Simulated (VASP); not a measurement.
# TePb (Fm-3m) in VASP: settings compared, part 2 of 2

VASP 6.6.1. The steps go on from the part before.

**3. Single point, PBE+D3(BJ)**

File INCAR:

```
ALGO     = Normal         # electronic algorithm
EDIFF    = 1E-6           # SCF threshold, eV
ENCUT    = 520            # plane-wave cutoff, eV
GGA      = PE             # functional
ISIF     = 2              # what is computed and relaxed
ISMEAR   = 0              # smearing method
IVDW     = 12             # dispersion correction
LASPH    = True           # aspherical terms in the spheres
LCHARG   = False          # write CHGCAR
LREAL    = False          # projectors in reciprocal space
LWAVE    = False          # write WAVECAR
NBANDS   = 17             # bands
NELM     = 60             # most SCF steps
PREC     = Accurate       # precision mode
SIGMA    = 0.01           # smearing width, eV
```

File KPOINTS:

```
k-points
0
Gamma
  6 6 6
```

File POSCAR:

```
TePb
1.0
    0.0000000000      3.2678368520      3.2678368520
    3.2678368520      0.0000000000      3.2678368520
    3.2678368520      3.2678368520      0.0000000000
Pb Te
1 1
Direct
    0.0000000000      0.0000000000      0.0000000000
    0.5000000000      0.5000000000      0.5000000000
```

Potentials or basis: VASP PAW PBE potentials, release 64 (Pb_d, Te).

Started as:

```console
cat potpaw_PBE.64/Pb_d/POTCAR potpaw_PBE.64/Te/POTCAR > POTCAR
mpirun -np 1 vasp_std > vasp.out
```

OUTCAR:

```text
EDIFF = 1E-6
   ENCUT = 520
   GGA = PE
   ISIF = 2
   ISMEAR = 0
   IVDW = 12
   LASPH = True
   LREAL = False
   NELM = 60
   PREC = Accurate
 IVDW          = 12

 ion  position               nearest neighbor table
   1  0.000  0.000  0.000-   2 3.27   2 3.27   2 3.27   2 3.27   2 3.27   2 3.27
   2  0.500  0.500  0.500-   1 3.27   1 3.27   1 3.27   1 3.27   1 3.27   1 3.27

  LATTYP: Found a face centered cubic cell.
 ALAT       =     6.5356737040

  Lattice vectors:

 A1 = (   0.0000000000,   3.2678368520,   3.2678368520)
 A2 = (   3.2678368520,   0.0000000000,   3.2678368520)
 A3 = (   3.2678368520,   3.2678368520,   0.0000000000)

Analysis of symmetry for initial positions (statically):
=====================================================================
 Subroutine PRICEL returns:
 Original cell was already a primitive cell.

 Routine SETGRP: Setting up the symmetry group for a
 face centered cubic supercell.

 Subroutine GETGRP returns: Found 48 space group operations
 (whereof 48 operations were pure point group operations)
 out of a pool of 48 trial point group operations.

[... 150 lines left out ...]
  free energy    TOTEN  =        -7.52184288 eV

  energy without entropy =       -7.52184288  energy(sigma->0) =       -7.52184288

 E-fermi :   5.2352     XC(G=0):  -9.1484

 val. band max:        5.1864483947   @ k =   0.5000   0.0000   0.0000
 cond. band min:       5.9902746535   @ k =   0.5000   0.0000   0.0000
 fundamental gap:      0.8038262588
 Fermi energy:         5.2352161740

 k-point     1 :       0.0000    0.0000    0.0000
  band No.  band energies     occupation
      1     -11.4782      2.00000
      2     -11.4782      2.00000
      3     -11.4715      2.00000
      4     -11.4715      2.00000
      5     -11.4715      2.00000
      6      -6.5500      2.00000
[... 297 lines left out ...]
      4     -11.4571      2.00000
      5     -11.4490      2.00000
      6      -4.8816      2.00000
[... 9 lines left out ...]
     16      15.7782      0.00000
     17      16.5876      0.00000

------------------------ aborting loop because EDIFF is reached ----------------------------------------

 Edisp (eV)   -0.77705

 E8    (eV) :    -0.3765

  FORCE on cell =-STRESS in cart. coord.  units (eV):
  Direction    XX          YY          ZZ          XY          YZ          ZX
  --------------------------------------------------------------------------------------
  -------------------------------------------------------------------------------------
  Total      -0.53569    -0.53569    -0.53569     0.00000     0.00000    -0.00000
  in kB     -12.29731   -12.29731   -12.29731     0.00000     0.00000    -0.00000
  external pressure =      -12.30 kB  Pullay stress =        0.00 kB

 VOLUME and BASIS-vectors are now :
 -----------------------------------------------------------------------------
  energy-cutoff  :      520.00
  volume of cell :       69.79
      direct lattice vectors                 reciprocal lattice vectors
     0.000000000  3.267836852  3.267836852    -0.153006415  0.153006415  0.153006415
     3.267836852  0.000000000  3.267836852     0.153006415 -0.153006415  0.153006415
     3.267836852  3.267836852  0.000000000     0.153006415  0.153006415 -0.153006415

 POSITION                                       TOTAL-FORCE (eV/Angst)
 -----------------------------------------------------------------------------------
      0.00000      0.00000      0.00000         0.000000      0.000000      0.000000
      3.26784      3.26784      3.26784        -0.000000     -0.000000     -0.000000
 -----------------------------------------------------------------------------------
    total drift:                               -0.000000      0.000000      0.000000

  FREE ENERGIE OF THE ION-ELECTRON SYSTEM (eV)
  ---------------------------------------------------
  free  energy   TOTEN  =        -8.2988892387 eV

  energy  without entropy=       -8.2988892387  energy(sigma->0) =       -8.29888924
```

OSZICAR:

```text
N       E                     dE             d eps       ncg     rms          rms(c)
DAV:   1     0.152276285303E+03    0.15228E+03   -0.91781E+03   544   0.112E+03
DAV:   2     0.370077881220E+01   -0.14858E+03   -0.14307E+03   553   0.297E+02
DAV:   3    -0.734541297744E+01   -0.11046E+02   -0.10915E+02   706   0.865E+01
DAV:   4    -0.764656083520E+01   -0.30115E+00   -0.30087E+00   699   0.156E+01
DAV:   5    -0.765884859463E+01   -0.12288E-01   -0.12287E-01   794   0.305E+00    0.311E+00
DAV:   6    -0.752339148941E+01    0.13546E+00   -0.30251E-01   777   0.370E+00    0.190E+00
DAV:   7    -0.751978760257E+01    0.36039E-02   -0.88057E-02   673   0.140E+00    0.914E-01
DAV:   8    -0.752200912503E+01   -0.22215E-02   -0.10611E-02   651   0.104E+00    0.163E-01
DAV:   9    -0.752179025409E+01    0.21887E-03   -0.16163E-03   802   0.416E-01    0.720E-02
DAV:  10    -0.752183748961E+01   -0.47236E-04   -0.17552E-04   612   0.964E-02    0.194E-02
DAV:  11    -0.752184291523E+01   -0.54256E-05   -0.39164E-05   739   0.507E-02    0.150E-02
DAV:  12    -0.752184288304E+01    0.32185E-07   -0.22122E-06   614   0.101E-02
   1 F= -.82988892E+01 E0= -.82988892E+01  d E =-.490029E-14
```

Run time: 20 s. Hardware: 1 thread of Intel Xeon Platinum 8175M at 2.50GHz (Skylake/Cascade Lake), shared host; peak memory 0.21 GiB.

Results:

```
Free energy                : -8.2989 eV
Pressure                   : -1.2 GPa
Band gap on the k mesh     : 0.80 eV
Dispersion energy per atom : -0.389 eV
```

Caveat: spin-orbit coupling is left out, which moves the levels of the heavy elements. A k mesh can miss the band edges.

**4. Single point, PBE**

File INCAR:

```
  PREC = Accurate
  ENCUT = 520
  EDIFF = 1E-6
  ISMEAR = -1
  SIGMA = 0.2
  LREAL = F
  LASPH = T
  NELM = 80
  ALGO = Normal
  ISIF = 2
  LWAVE = F
  LCHARG = F
  GGA = PE
  NBANDS = 17
```

File KPOINTS:

```
Automatic mesh
0
Gamma
  6 6 6
```

POSCAR is that of step 3.

Started as:

```console
cat potpaw_PBE.64/Pb_d/POTCAR potpaw_PBE.64/Te/POTCAR > POTCAR
mpirun -np 1 vasp_std > vasp.out
```

It took 21 s on 1 thread of Intel Xeon Platinum 8175M at 2.50GHz (Skylake/Cascade Lake), shared host; peak memory 0.2 GiB.

The run converged. Its results:

| Property | Result |
| --- | --- |
| Free energy | -7.5274 eV |
| Pressure | 0.5 GPa |
| Band gap on the k mesh | 0.81 eV |

Levels at points of the mesh, in eV from the valence-band top:
```
           k point  band 6  band 7  band 8  band 9  band 10  band 11  band 12  band 13  band 14  band 15
(0.00, 0.00, 0.00)  -11.74   -5.67   -1.21   -1.21    -1.21     4.05     4.05     4.05     5.88     5.88
(0.50, 0.00, 0.00)  -10.39   -8.40   -0.78   -0.78     0.00     0.81     1.36     1.36     8.36     9.17
(0.50, 0.50, 0.00)  -10.18   -7.23   -4.23   -2.60    -2.60     3.44     5.36     5.36     6.52    10.03
```

Caveat: spin-orbit coupling is left out, which moves the levels of the heavy elements.

**5. Single point, PBE**

File INCAR:

```
PREC = Accurate
ENCUT = 520
EDIFF = 1E-6
ISMEAR = -5
SIGMA = 0.1
LREAL = False
LASPH = True
NELM = 80
ALGO = Normal
ISIF = 2
LWAVE = False
LCHARG = False
GGA = PE
NBANDS = 17
```

File KPOINTS:

```
regular mesh
0
Gamma
  6 6 6
```

POSCAR is that of step 4.

Started as:

```console
cat potpaw_PBE.64/Pb_d/POTCAR potpaw_PBE.64/Te/POTCAR > POTCAR
mpirun -np 1 vasp_std > vasp.out
```

Run time: 21 s. Hardware: 1 thread of Intel Xeon Platinum 8175M at 2.50GHz (Skylake/Cascade Lake), shared host; peak memory 0.2 GiB.

Results (log left out):

- Free energy: -7.5218 eV
- Pressure: 0.6 GPa
- Band gap on the k mesh: 0.80 eV

Levels at points of the mesh, in eV from the valence-band top:
```csv
k point,band 8,band 9,band 10,band 11,band 12,band 13
"(0.00, 0.00, 0.00)",-1.21,-1.21,-1.21,4.04,4.04,4.04
"(0.50, 0.00, 0.00)",-0.78,-0.78,0.00,0.80,1.36,1.36
"(0.50, 0.50, 0.00)",-4.23,-2.60,-2.60,3.44,5.36,5.36
```

Caveat: spin-orbit coupling is left out, which moves the levels of the heavy elements.

**6. Overview**

| level | smearing | gap on the mesh (eV) | pressure (GPa) |
| --- | --- | --- | --- |
| PBE | gaussian 0.01 eV | 0.80 | 0.6 |
| PBE+D3(BJ) | gaussian 0.01 eV | 0.80 | -1.2 |
| PBE | fermi-dirac 0.2 eV | 0.81 | 0.5 |
| PBE | tetrahedron | 0.80 | 0.6 |

Alike in all rows: task single point; potentials or basis VASP PAW PBE potentials, release 64 (Pb_d, Te); no spin polarisation; cell as given; k mesh 6 × 6 × 6; cutoff (eV) 520.

The pressure there spans -1.2 GPa (PBE+D3(BJ)) to 0.6 GPa (PBE); a positive pressure means that this level wants a larger cell, a negative one a smaller.

Caveats: spin-orbit coupling is left out, which moves the levels of the heavy elements.

Absolute energies hang on the potentials; compare differences alone.
